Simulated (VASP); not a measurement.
# Sc2B2Sb (P-3m1) in VASP: further runs

The runs below take Sc2B2Sb through single point, relaxation of cell and atoms, with PBE.

All numbers are computed with VASP 6.6.1; they aren't measurements. Logs are shortened: lines on timing, memory, paths and dates and some standing lists are left out, and cuts for length are marked.

### Step 1. The cell of the first run

The structure is trigonal, space group P-3m1 (No. 164). Conventional cell: a = 3.567 Å, b = 3.567 Å, c = 6.341 Å, α = 90.00°, β = 90.00°, γ = 120.00°. Sc (site symmetry 3m) has 4 B at 2.08 to 2.12 Å and 3 Sc at 2.59 Å within 2.7 Å. Within 2.8 Å of B (site symmetry 3m) lie 4 Sc at 2.08 to 2.12 Å and 3 Sb at 2.79 Å. Within 3.7 Å of Sb (site symmetry -3m) lie 6 B at 2.79 Å and 6 Sc at 3.15 Å and 6 Sb at 3.57 Å.

The cell was generated, and may not be a known phase.

### Step 2. Single point, PBE

Contents of INCAR:

```
SYSTEM = Sc2B2Sb
  PREC = Accurate
  ENCUT = 520
  EDIFF = 1E-6
  ISMEAR = 0
  SIGMA = 0.1
  LREAL = .False.
  LASPH = .True.
  NELM = 100
  ALGO = Normal
  ISIF = 2
  LWAVE = .False.
  LCHARG = .False.
  GGA = PE
  NBANDS = 24
```

Contents of KPOINTS:

```
regular mesh
0
Gamma
  6 6 4
  0 0 0
```

Contents of POSCAR:

```
Sc2B2Sb
1.0
    3.5674748600      0.0000000000      0.0000000000
   -1.7837374300      3.0895238600      0.0000000000
    0.0000000000      0.0000000000      6.3405463700
Sc B Sb
2 2 1
Direct
    0.6666666700      0.3333333300      0.3757005600
    0.3333333300      0.6666666700      0.6242994400
    0.6666666700      0.3333333300      0.7030983000
    0.3333333300      0.6666666700      0.2969017000
    0.0000000000      0.0000000000      0.0000000000
```

Potentials or basis: VASP PAW PBE potentials, release 64 (Sc_sv, B, Sb).

Command:

```console
cat potpaw_PBE.64/Sc_sv/POTCAR potpaw_PBE.64/B/POTCAR potpaw_PBE.64/Sb/POTCAR > POTCAR
mpirun -np 1 vasp_std > vasp.out
```

OUTCAR:

```text
SYSTEM = Sc2B2Sb
   PREC = Accurate
   ENCUT = 520
   EDIFF = 1E-6
   ISMEAR = 0
   LREAL = .False.
   LASPH = .True.
   NELM = 100
   ISIF = 2
   GGA = PE

 ion  position               nearest neighbor table
   1  0.667  0.333  0.376-   3 2.08   4 2.12   4 2.12   4 2.12   2 2.59   2 2.59   2 2.59   5 3.15
                             5 3.15   5 3.15
   2  0.333  0.667  0.624-   4 2.08   3 2.12   3 2.12   3 2.12   1 2.59   1 2.59   1 2.59   5 3.15
                             5 3.15   5 3.15
   3  0.667  0.333  0.703-   1 2.08   2 2.12   2 2.12   2 2.12   5 2.79   5 2.79   5 2.79
   4  0.333  0.667  0.297-   2 2.08   1 2.12   1 2.12   1 2.12   5 2.79   5 2.79   5 2.79
   5  0.000  0.000  0.000-   3 2.79   4 2.79   3 2.79   4 2.79   3 2.79   4 2.79   1 3.15   2 3.15
                             2 3.15   1 3.15   1 3.15   2 3.15

  LATTYP: Found a hexagonal cell.
 ALAT       =     3.5674748600
 C/A-ratio  =     1.7773205471

  Lattice vectors:

 A1 = (   3.5674748600,   0.0000000000,   0.0000000000)
 A2 = (  -1.7837374300,   3.0895238600,   0.0000000000)
 A3 = (   0.0000000000,   0.0000000000,   6.3405463700)

Analysis of symmetry for initial positions (statically):
=====================================================================
 Subroutine PRICEL returns:
 Original cell was already a primitive cell.

 Routine SETGRP: Setting up the symmetry group for a
 hexagonal supercell.

 Subroutine GETGRP returns: Found 12 space group operations
 (whereof 12 operations were pure point group operations)
 out of a pool of 24 trial point group operations.

The static configuration has the point symmetry D_3d.

Analysis of symmetry for dynamics (positions and initial velocities):
=====================================================================
 Subroutine PRICEL returns:
 Original cell was already a primitive cell.

 Routine SETGRP: Setting up the symmetry group for a
 hexagonal supercell.

 Subroutine GETGRP returns: Found 12 space group operations
 (whereof 12 operations were pure point group operations)
 out of a pool of 24 trial point group operations.

The dynamic configuration has the point symmetry D_3d.

 Subroutine INISYM returns: Found 12 space group operations
 (whereof 12 operations are pure point group operations),
 and found     1 'primitive' translations

----------------------------------------------------------------------------------------

                                     Primitive cell

  volume of cell :      69.8842

  direct lattice vectors                    reciprocal lattice vectors
     3.567474860  0.000000000  0.000000000     0.280310315  0.161837235  0.000000000
    -1.783737430  3.089523860  0.000000000     0.000000000  0.323674471  0.000000000
     0.000000000  0.000000000  6.340546370     0.000000000  0.000000000  0.157715115

  length of vectors
     3.567474860  3.567474863  6.340546370     0.323674471  0.323674471  0.157715115

  position of ions in fractional coordinates (direct lattice)
     0.666666670  0.333333330  0.375700560
     0.333333330  0.666666670  0.624299440
     0.666666670  0.333333330  0.703098300
     0.333333330  0.666666670  0.296901700
     0.000000000  0.000000000  0.000000000

  ion indices of the primitive-cell ions
   primitive index   ion index
                 1           1
                 2           2
                 3           3
                 4           4
                 5           5

----------------------------------------------------------------------------------------

 KPOINTS: regular mesh

Automatic generation of k-mesh.
 Grid dimensions read from file:
 generate k-points for:    6    6    4

 Generating k-lattice:

  Cartesian coordinates                     Fractional coordinates (reciprocal lattice)
     0.046718386  0.026972873  0.000000000     0.166666667 -0.000000000  0.000000000
     0.000000000  0.053945745  0.000000000     0.000000000  0.166666667  0.000000000
     0.000000000  0.000000000  0.039428779     0.000000000  0.000000000  0.250000000

  Length of vectors
     0.053945745  0.053945745  0.039428779

  Shift w.r.t. Gamma in fractional coordinates (k-lattice)
     0.000000000  0.000000000  0.000000000

 Subroutine IBZKPT returns following result:
 ===========================================

 Found     24 irreducible k-points:

 Following reciprocal coordinates:
            Coordinates               Weight
  0.000000  0.000000  0.000000      1.000000
  0.166667  0.000000  0.000000      6.000000
  0.333333 -0.000000  0.000000      6.000000
  0.500000  0.000000  0.000000      3.000000
  0.166667  0.166667  0.000000      6.000000
  0.333333  0.166667  0.000000     12.000000
[... 16 lines left out ...]
  0.333333  0.166667  0.500000     12.000000
  0.333333  0.333333  0.500000      2.000000
   k-points           NKPTS =     24   k-points in BZ     NKDIM =     24   number of bands    NBANDS=     24
   number of dos      NEDOS =    301   number of ions     NIONS =      5
   total plane-waves  NPLWV =  37632
   dimension x,y,z NGX =    28 NGY =   28 NGZ =   48
   dimension x,y,z NGXF=    56 NGYF=   56 NGZF=   96
   ions per type =               2   2   1
   NGX,Y,Z   is equivalent  to a cutoff of  13.05, 13.05, 12.59 a.u.
   NGXF,Y,Z  is equivalent  to a cutoff of  26.10, 26.10, 25.17 a.u.
 SYSTEM =  Sc2B2Sb
   PREC   = accura    normal or accurate (medium, high low for compatibility)
   ISTART =      0    job   : 0-new  1-cont  2-samecut
   ICHARG =      2    charge: 1-file 2-atom 10-const
   ISPIN  =      1    spin polarized calculation?
   LNONCOLLINEAR =      F non collinear calculations
   LSORBIT =      F    spin-orbit coupling
   LASPH  =      T    aspherical Exc in radial PAW
   ENCUT  =  520.0 eV  38.22 Ry    6.18 a.u.   6.63  6.63 11.79*2*pi/ulx,y,z
   NELM   =    100;   NELMIN=  2; NELMDL= -5     # of ELM steps
   EDIFF  = 0.1E-05   stopping-criterion for ELM
   LREAL  =      F    real-space projection
[... 7 lines left out ...]
   TEBEG  =    0.0;   TEEND  =   0.0 temperature during run
   PSTRESS=    0.0 pullay stress
   NELECT =      33.0000    total number of electrons
   NUPDOWN=      -1.0000    fix difference up-down
   EMIN   =  10.00;   EMAX   =-10.00  energy-range for DOS
   EFERMI =   0.00;   METHOD = LEGACY
   ISMEAR =     0;   SIGMA  =   0.10  broadening in eV -4-tet -1-fermi 0-gaus
   EFERMI_NEDOS =   21; number of points for ismear=-14 and -15
   IALGO  =     38    algorithm
   IMIX   =      4    mixing-type and parameters
     AMIX     =   0.40;   BMIX     =  1.00
     AMIX_MAG =   1.60;   BMIX_MAG =  1.00
  volume/ion in A,a.u.               =      13.98        94.32
  Fermi-wavevector in a.u.,A,eV,Ry     =   1.274832  2.409084 22.112156  1.625198
  Thomas-Fermi vector in A             =   2.407578
   LORBIT       =      0    0 simple, 1 ext, 2 COOP (PROOUT), +10 PAW based schemes
   GGA     = PE    functional components
   LHFCALC =     F    Hartree Fock is set to
   AEXX    =    0.0000 exact exchange contribution
   IVDW    =     0    specifies the selected vdW correction
   LEPSILON=     F    determine dielectric tensor
   LRPA    =     F    only Hartree local field effects (RPA)
 non-spin polarized calculation
 Gauss-broadening in eV      SIGMA  =   0.10
  energy-cutoff  :      520.00
  volume of cell :       69.88
 maximum number of plane-waves:      1919
 NGX is ok and might be reduce to    28
   NGX = 13   NGY = 13   NGZ = 23

 number of electron      33.0000005 magnetization

 Free energy of the ion-electron system (eV)
  ---------------------------------------------------
  ext. energy  EPLUGINS =         0.00000000
  ---------------------------------------------------
  free energy    TOTEN  =       -24.73393205 eV

  energy without entropy =      -24.72188677  energy(sigma->0) =      -24.72790941

 E-fermi :   7.3557     XC(G=0): -11.4114

 val. band max:        7.2739378365   @ k =   0.0000   0.3333   0.2500
 cond. band min:       7.3903528347   @ k =   0.1667   0.1667   0.0000
 fundamental gap:      0.1164149982
 Fermi energy:         7.3557103742

 k-point     1 :       0.0000    0.0000    0.0000
  band No.  band energies     occupation
      1     -40.6554      2.00000
      2     -40.2292      2.00000
      3     -19.7605      2.00000
      4     -19.4625      2.00000
      5     -19.4625      2.00000
      6     -19.1268      2.00000
[... 16 lines left out ...]
     23      12.3895      0.00000
     24      13.1616      0.00000

 k-point     2 :       0.1667    0.0000    0.0000
  band No.  band energies     occupation
      1     -40.6262      2.00000
      2     -40.2502      2.00000
      3     -19.7855      2.00000
      4     -19.6264      2.00000
      5     -19.5049      2.00000
      6     -19.0221      2.00000
[... 16 lines left out ...]
     23      12.0424      0.00000
     24      12.6692      0.00000

 k-point     3 :       0.3333   -0.0000    0.0000
  band No.  band energies     occupation
      1     -40.5532      2.00000
      2     -40.3070      2.00000
      3     -19.8711      2.00000
      4     -19.8129      2.00000
      5     -19.5820      2.00000
      6     -18.9590      2.00000
[... 16 lines left out ...]
     23      11.3938      0.00000
     24      11.7064      0.00000

 k-point     4 :       0.5000    0.0000    0.0000
  band No.  band energies     occupation
      1     -40.4968      2.00000
      2     -40.3552      2.00000
      3     -19.9437      2.00000
      4     -19.8606      2.00000
      5     -19.6176      2.00000
      6     -18.9410      2.00000
[... 16 lines left out ...]
     23      10.7221      0.00000
     24      11.2479      0.00000

 k-point     5 :       0.1667    0.1667    0.0000
  band No.  band energies     occupation
      1     -40.5743      2.00000
      2     -40.2900      2.00000
      3     -19.8316      2.00000
      4     -19.7730      2.00000
      5     -19.5877      2.00000
      6     -18.9423      2.00000
[... 16 lines left out ...]
     23      11.4890      0.00000
     24      12.4077      0.00000

 k-point     6 :       0.3333    0.1667    0.0000
  band No.  band energies     occupation
      1     -40.4970      2.00000
      2     -40.3550      2.00000
      3     -19.9041      2.00000
      4     -19.8602      2.00000
      5     -19.6723      2.00000
      6     -18.9038      2.00000
[... 16 lines left out ...]
     23      11.2803      0.00000
     24      12.3166      0.00000
[... 379 lines left out ...]
 k-point    21 :       0.5000    0.0000    0.5000
  band No.  band energies     occupation
      1     -40.4968      2.00000
      2     -40.3553      2.00000
      3     -19.9456      2.00000
      4     -19.8611      2.00000
      5     -19.6170      2.00000
      6     -18.9403      2.00000
[... 16 lines left out ...]
     23      11.4106      0.00000
     24      11.6561      0.00000

 k-point    22 :       0.1667    0.1667    0.5000
  band No.  band energies     occupation
      1     -40.5742      2.00000
      2     -40.2900      2.00000
      3     -19.8302      2.00000
      4     -19.7753      2.00000
      5     -19.5872      2.00000
      6     -18.9433      2.00000
[... 16 lines left out ...]
     23      11.8767      0.00000
     24      12.8709      0.00000

 k-point    23 :       0.3333    0.1667    0.5000
  band No.  band energies     occupation
      1     -40.4970      2.00000
      2     -40.3550      2.00000
      3     -19.9056      2.00000
      4     -19.8611      2.00000
      5     -19.6718      2.00000
      6     -18.9028      2.00000
[... 16 lines left out ...]
     23      11.8623      0.00000
     24      11.9456      0.00000

 k-point    24 :       0.3333    0.3333    0.5000
  band No.  band energies     occupation
      1     -40.4240      2.00000
      2     -40.4240      2.00000
      3     -19.8838      2.00000
      4     -19.8838      2.00000
      5     -19.7575      2.00000
      6     -18.8680      2.00000
[... 16 lines left out ...]
     23      12.0854      0.00000
     24      12.0854      0.00000

------------------------ aborting loop because EDIFF is reached ----------------------------------------

  FORCE on cell =-STRESS in cart. coord.  units (eV):
  Direction    XX          YY          ZZ          XY          YZ          ZX
  --------------------------------------------------------------------------------------
  -------------------------------------------------------------------------------------
  Total       18.1494298     18.1494298     16.2174065      0.0000000     -0.0000000      0.0000000
  in kB      416.0968315    416.0968326    371.8029464      0.0000000     -0.0000000      0.0000000
  external PRESSURE =     401.3322035 kB  Pullay stress =       0.0000000 kB

 VOLUME and BASIS-vectors are now :
 -----------------------------------------------------------------------------
  energy-cutoff  :      520.00
  volume of cell :       69.88
      direct lattice vectors                 reciprocal lattice vectors
     3.567474860  0.000000000  0.000000000     0.280310315  0.161837235  0.000000000
    -1.783737430  3.089523860  0.000000000     0.000000000  0.323674471  0.000000000
     0.000000000  0.000000000  6.340546370     0.000000000  0.000000000  0.157715115

 POSITION                                       TOTAL-FORCE (eV/Angst)
 -----------------------------------------------------------------------------------
      1.78374      1.02984      2.38215        -0.000000      0.000000     -4.145346
     -0.00000      2.05968      3.95840         0.000000     -0.000000      4.145346
      1.78374      1.02984      4.45803         0.000000      0.000000      5.166554
     -0.00000      2.05968      1.88252         0.000000      0.000000     -5.166554
      0.00000      0.00000      0.00000         0.000000      0.000000      0.000000
 -----------------------------------------------------------------------------------
    total drift:                                0.000000      0.000000     -0.000000

  FREE ENERGIE OF THE ION-ELECTRON SYSTEM (eV)
  ---------------------------------------------------
  free  energy   TOTEN  =       -24.7339320483 eV

  energy  without entropy=      -24.7218867744  energy(sigma->0) =      -24.72790941
```

Wall time 78 s (1 thread of Oxide Virtual Turin-like, shared host); peak memory 0.17 GiB.

What came out:

```yaml
Free_energy: -24.7339 eV
Pressure: 40.1 GPa
Largest_force: 5.167 eV/Å
Band_gap_on_the_k_mesh: zero (an odd number of electrons rules out a gap without spin polarisation)
```

Forces in eV/Å, atoms in the order of the input:
```
Sc   0.000  0.000 -4.145
Sc   0.000  0.000  4.145
B    0.000  0.000  5.167
B    0.000  0.000 -5.167
Sb   0.000  0.000  0.000
```

Stress tensor (GPa, compression positive):
```
41.61  0.00  0.00
 0.00 41.61  0.00
 0.00  0.00 37.18
```

Caveat: the cell stands under pressure; spin-orbit coupling is left out, which moves the levels of the heavy elements; an odd number of electrons without spin polarisation forces a metal; a magnetic or distorted state may lie lower.

(Part 1 of 3 ends here.)

The gap in the log of VASP goes by the Fermi energy; the results here count the filled bands.